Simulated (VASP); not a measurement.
# TlCl (Pm-3m) in VASP: further runs

The runs below take TlCl through single point, with PBEsol.

All numbers are computed with VASP 6.6.1; they aren't measurements. Logs are shortened: lines on timing, memory, paths and dates and some standing lists are left out, and cuts for length are marked.

### 1 The cell of the first run

Symmetry: Pm-3m, No. 221, cubic system. Conventional cell: a = 3.769 Å, b = 3.769 Å, c = 3.769 Å, α = 90.00°, β = 90.00°, γ = 90.00°. Within 4.3 Å of Tl (site symmetry m-3m) lie 8 Cl at 3.26 Å and 6 Tl at 3.77 Å. Within 4.3 Å of Cl (site symmetry m-3m) lie 8 Tl at 3.26 Å and 6 Cl at 3.77 Å.

### 2 Single point, PBEsol

Input file INCAR:

```
SYSTEM = TlCl
  PREC = Accurate
  ENCUT = 500
  EDIFF = 1E-6
  ISMEAR = 0
  SIGMA = 0.01
  LREAL = .FALSE.
  LASPH = .TRUE.
  NELM = 120
  ALGO = Normal
  ISIF = 2
  LWAVE = .FALSE.
  LCHARG = .FALSE.
  GGA = PS
  NBANDS = 17
  GGA_COMPAT = .FALSE.
```

Input file KPOINTS:

```
Automatic mesh
0
G
  6 6 6
  0 0 0
```

Input file POSCAR:

```
TlCl
1.0
    3.7693040770      0.0000000000      0.0000000000
    0.0000000000      3.7693040770      0.0000000000
    0.0000000000      0.0000000000      3.7693040770
Tl Cl
1 1
Direct
    0.0000000000      0.0000000000      0.0000000000
    0.5000000000      0.5000000000      0.5000000000
```

Potentials or basis: VASP PAW PBE potentials, release 64 (Tl_d, Cl).

Launch:

```
cat potpaw_PBE.64/Tl_d/POTCAR potpaw_PBE.64/Cl/POTCAR > POTCAR
mpirun -np 1 vasp_std > vasp.out
```

OUTCAR:

```text
SYSTEM = TlCl
   PREC = Accurate
   ENCUT = 500
   EDIFF = 1E-6
   ISMEAR = 0
   LREAL = .FALSE.
   LASPH = .TRUE.
   NELM = 120
   ISIF = 2
   GGA = PS

 ion  position               nearest neighbor table
   1  0.000  0.000  0.000-   2 3.26   2 3.26   2 3.26   2 3.26   2 3.26   2 3.26   2 3.26   2 3.26

   2  0.500  0.500  0.500-   1 3.26   1 3.26   1 3.26   1 3.26   1 3.26   1 3.26   1 3.26   1 3.26

  LATTYP: Found a simple cubic cell.
 ALAT       =     3.7693040770

  Lattice vectors:

 A1 = (   3.7693040770,   0.0000000000,   0.0000000000)
 A2 = (   0.0000000000,   3.7693040770,   0.0000000000)
 A3 = (   0.0000000000,   0.0000000000,   3.7693040770)

Analysis of symmetry for initial positions (statically):
=====================================================================
 Subroutine PRICEL returns:
 Original cell was already a primitive cell.

 Routine SETGRP: Setting up the symmetry group for a
 simple cubic supercell.

 Subroutine GETGRP returns: Found 48 space group operations
 (whereof 48 operations were pure point group operations)
 out of a pool of 48 trial point group operations.

The static configuration has the point symmetry O_h .

Analysis of symmetry for dynamics (positions and initial velocities):
=====================================================================
 Subroutine PRICEL returns:
 Original cell was already a primitive cell.

 Routine SETGRP: Setting up the symmetry group for a
 simple cubic supercell.

 Subroutine GETGRP returns: Found 48 space group operations
 (whereof 48 operations were pure point group operations)
 out of a pool of 48 trial point group operations.

The dynamic configuration has the point symmetry O_h .

 Subroutine INISYM returns: Found 48 space group operations
 (whereof 48 operations are pure point group operations),
 and found     1 'primitive' translations

----------------------------------------------------------------------------------------

                                     Primitive cell

  volume of cell :      53.5530

  direct lattice vectors                    reciprocal lattice vectors
     3.769304077  0.000000000  0.000000000     0.265300963  0.000000000  0.000000000
     0.000000000  3.769304077  0.000000000     0.000000000  0.265300963  0.000000000
     0.000000000  0.000000000  3.769304077     0.000000000  0.000000000  0.265300963

  length of vectors
     3.769304077  3.769304077  3.769304077     0.265300963  0.265300963  0.265300963

[... 74 lines left out ...]
   NELM   =    120;   NELMIN=  2; NELMDL= -5     # of ELM steps
   EDIFF  = 0.1E-05   stopping-criterion for ELM
   LREAL  =      F    real-space projection
   EDIFFG = 0.1E-04   stopping-criterion for IOM
   NSW    =      0    number of steps for IOM
   IBRION =     -1    ionic relax: 0-MD 1-quasi-New 2-CG
   NFREE  =      0    steps in history (QN), initial steepest desc. (CG)
   ISIF   =      2    stress and relaxation
   ISYM   =      2    0-nonsym 1-usesym 2-fastsym
   POTIM  = 0.5000    time-step for ionic-motion
   TEBEG  =    0.0;   TEEND  =   0.0 temperature during run
   PSTRESS=    0.0 pullay stress
   NELECT =      20.0000    total number of electrons
   NUPDOWN=      -1.0000    fix difference up-down
   EMIN   =  10.00;   EMAX   =-10.00  energy-range for DOS
   EFERMI =   0.00;   METHOD = LEGACY
   ISMEAR =     0;   SIGMA  =   0.01  broadening in eV -4-tet -1-fermi 0-gaus
   EFERMI_NEDOS =   21; number of points for ismear=-14 and -15
   IALGO  =     38    algorithm
   IMIX   =      4    mixing-type and parameters
     AMIX     =   0.40;   BMIX     =  1.00
     AMIX_MAG =   1.60;   BMIX_MAG =  1.00
  volume/ion in A,a.u.               =      26.78       180.70
  Fermi-wavevector in a.u.,A,eV,Ry     =   1.178936  2.227866 18.910611  1.389891
  Thomas-Fermi vector in A             =   2.315256
   LORBIT       =      0    0 simple, 1 ext, 2 COOP (PROOUT), +10 PAW based schemes
   GGA     = PS    functional components
   LHFCALC =     F    Hartree Fock is set to
   AEXX    =    0.0000 exact exchange contribution
   IVDW    =     0    specifies the selected vdW correction
   LEPSILON=     F    determine dielectric tensor
   LRPA    =     F    only Hartree local field effects (RPA)
 non-spin polarized calculation
 Gauss-broadening in eV      SIGMA  =   0.01
  energy-cutoff  :      500.00
  volume of cell :       53.55
 maximum number of plane-waves:      1388
 NGX is ok and might be reduce to    28
   NGX = 13   NGY = 13   NGZ = 13

 number of electron      20.0000008 magnetization

 Free energy of the ion-electron system (eV)
  ---------------------------------------------------
  ext. energy  EPLUGINS =         0.00000000
  ---------------------------------------------------
  free energy    TOTEN  =        -6.46876396 eV

  energy without entropy =       -6.46876396  energy(sigma->0) =       -6.46876396

 E-fermi :   3.2466     XC(G=0):  -9.6200

 val. band max:        3.1986488086   @ k =   0.5000   0.0000   0.0000
 cond. band min:       4.9991486805   @ k =   0.5000   0.0000   0.0000
 fundamental gap:      1.8004998719
 Fermi energy:         3.2466472983

 k-point     1 :       0.0000    0.0000    0.0000
  band No.  band energies     occupation
      1     -10.9073      2.00000
      2      -6.8291      2.00000
      3      -6.8291      2.00000
      4      -6.5416      2.00000
      5      -6.5416      2.00000
      6      -6.5416      2.00000
[... 377 lines left out ...]
      4      -6.7706      2.00000
      5      -6.4530      2.00000
      6      -6.4530      2.00000
[... 9 lines left out ...]
     16      16.1399      0.00000
     17      20.3203      0.00000

------------------------ aborting loop because EDIFF is reached ----------------------------------------

  FORCE on cell =-STRESS in cart. coord.  units (eV):
  Direction    XX          YY          ZZ          XY          YZ          ZX
  --------------------------------------------------------------------------------------
  -------------------------------------------------------------------------------------
  Total       -0.0204867     -0.0204867     -0.0204867      0.0000000      0.0000000      0.0000000
  in kB       -0.6129138     -0.6129138     -0.6129138      0.0000000      0.0000000      0.0000000
  external PRESSURE =      -0.6129138 kB  Pullay stress =       0.0000000 kB

 VOLUME and BASIS-vectors are now :
 -----------------------------------------------------------------------------
  energy-cutoff  :      500.00
  volume of cell :       53.55
      direct lattice vectors                 reciprocal lattice vectors
     3.769304077  0.000000000  0.000000000     0.265300963  0.000000000  0.000000000
     0.000000000  3.769304077  0.000000000     0.000000000  0.265300963  0.000000000
     0.000000000  0.000000000  3.769304077     0.000000000  0.000000000  0.265300963

 POSITION                                       TOTAL-FORCE (eV/Angst)
 -----------------------------------------------------------------------------------
      0.00000      0.00000      0.00000         0.000000      0.000000      0.000000
      1.88465      1.88465      1.88465         0.000000      0.000000      0.000000
 -----------------------------------------------------------------------------------
    total drift:                               -0.000000      0.000000      0.000000

  FREE ENERGIE OF THE ION-ELECTRON SYSTEM (eV)
  ---------------------------------------------------
  free  energy   TOTEN  =        -6.4687639614 eV

  energy  without entropy=       -6.4687639614  energy(sigma->0) =       -6.46876396
```

stdout:

```text
POSCAR found type information on POSCAR TlCl
 POSCAR found :  2 types and       2 ions
 scaLAPACK will be used
 -----------------------------------------------------------------------------
|                                                                             |
|                                                                             |
|     You enforced a specific xc type in the INCAR file but a different       |
|     I HOPE YOU KNOW WHAT YOU ARE DOING!                                     |
|                                                                             |
 -----------------------------------------------------------------------------

 LDA part: xc-table for (Slater+PW92), standard interpolation
 POSCAR, INCAR and KPOINTS ok, starting setup
 FFT: planning ... GRIDC
 FFT: planning ... GRID_SOFT
 FFT: planning ... GRID
 WAVECAR not read
 entering main loop
```

Run time: 21 s. Hardware: 1 thread of Intel Xeon 8259CL, shared host; peak memory 0.16 GiB.

What came out:

| Item | Value |
| --- | --- |
| Free energy | -6.4688 eV |
| Pressure | -0.1 GPa |
| Band gap on the k mesh | 1.80 eV |

Levels at points of the mesh, in eV from the valence-band top:
```csv
k point,band 6,band 7,band 8,band 9,band 10,band 11,band 12,band 13,band 14,band 15
"(0.00, 0.00, 0.00)",-9.74,-4.77,-1.79,-1.79,-1.79,7.53,7.53,7.93,7.93,7.93
"(0.50, 0.00, 0.00)",-9.73,-5.86,-1.29,-1.29,0.00,1.80,6.47,6.47,8.41,11.45
"(0.50, 0.50, 0.00)",-9.66,-3.52,-3.42,-3.42,-1.26,4.84,4.84,8.23,8.62,11.31
"(0.50, 0.50, 0.50)",-9.65,-2.31,-2.31,-2.31,-2.15,2.20,2.20,2.20,12.94,12.94
```

Caveat: the PAW data sets were made with another functional, which shifts forces and pressure a little; spin-orbit coupling is left out, which moves the levels of the heavy elements. A hybrid or GW would open this gap; PBEsol tends to underestimate it.

### 3 Single point, PBEsol

This run uses another cell than the first one, of 27.18 Å³/atom.

Input file INCAR:

```
SYSTEM = TlCl
PREC = Accurate
ENCUT = 500
EDIFF = 1E-6
ISMEAR = 0
SIGMA = 0.01
LREAL = .FALSE.
LASPH = .TRUE.
NELM = 120
ALGO = Normal
ISIF = 2
LWAVE = .FALSE.
LCHARG = .FALSE.
GGA = PS
NBANDS = 17
GGA_COMPAT = .FALSE.
```

Input file KPOINTS:

```
regular mesh
0
G
  6 6 6
  0 0 0
```

Input file POSCAR:

```
TlCl
1.0
    3.7881505974      0.0000000000      0.0000000000
    0.0000000000      3.7881505974      0.0000000000
    0.0000000000      0.0000000000      3.7881505974
Tl Cl
1 1
Direct
    0.0000000000      0.0000000000      0.0000000000
    0.5000000000      0.5000000000      0.5000000000
```

Potentials or basis: VASP PAW PBE potentials, release 64 (Tl_d, Cl).

Launch:

```
cat potpaw_PBE.64/Tl_d/POTCAR potpaw_PBE.64/Cl/POTCAR > POTCAR
mpirun -np 1 vasp_std > vasp.out
```

Wall time 20 s (1 thread of Intel Xeon 8259CL, shared host); peak memory 0.16 GiB.

The run converged. Its results:

```yaml
Free_energy: -6.4678 eV
Pressure: -0.5 GPa
Band_gap_on_the_k_mesh: 1.84 eV
```

Levels at points of the mesh, in eV from the valence-band top:
```csv
k point,band 6,band 7,band 8,band 9,band 10,band 11,band 12,band 13,band 14,band 15
"(0.00, 0.00, 0.00)",-9.71,-4.72,-1.72,-1.72,-1.72,7.57,7.57,7.88,7.88,7.88
"(0.50, 0.00, 0.00)",-9.70,-5.75,-1.23,-1.23,0.00,1.84,6.47,6.47,8.48,11.42
"(0.50, 0.50, 0.00)",-9.63,-3.49,-3.31,-3.31,-1.19,4.83,4.83,8.24,8.55,11.31
"(0.50, 0.50, 0.50)",-9.63,-2.23,-2.23,-2.23,-2.17,2.26,2.26,2.26,12.86,12.86
```

Caveat: the PAW data sets were made with another functional, which shifts forces and pressure a little; spin-orbit coupling is left out, which moves the levels of the heavy elements.
